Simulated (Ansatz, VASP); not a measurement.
**Two plane-wave programs on ZrB**

```
Zr B
1.0
     0.00000    2.29013    2.35988
     2.29013    0.00000    2.35988
     2.29013    2.29013    0.00000
Zr B
1 1
Cartesian
  0.0000 0.0000 0.0000
  2.2901 2.2901 2.3599
```

Change from the starting cell: strain -0.015 along x and y, +0.015 along z, atoms carried along.

Alike in both runs: task single point; functional PBE; k mesh 18 × 18 × 18; occupations gaussian, width 0.15 eV; no spin polarisation.

```csv
,VASP,Ansatz
version,VASP 6.6.1,Ansatz 0.2.0
potentials or method,"VASP PAW PBE potentials, release 64 (Zr_sv, B), cutoff 520 eV","scalar-relativistic, plane waves, PAW"
valence electrons in the cell,15,15
```

```csv
,VASP,Ansatz,Ansatz less VASP
gap on the k mesh at the Fermi level (eV),none,none,-
pressure (GPa),39.7,39.6,-0.17
"traceless stress, the component that is largest in VASP (GPa)",-10.23,-10.23,+0.009
```

A gap of «none» marks a metal or a gap that the smearing closes. Both programs put the cell under a high pressure, so it lies far from rest at this level.
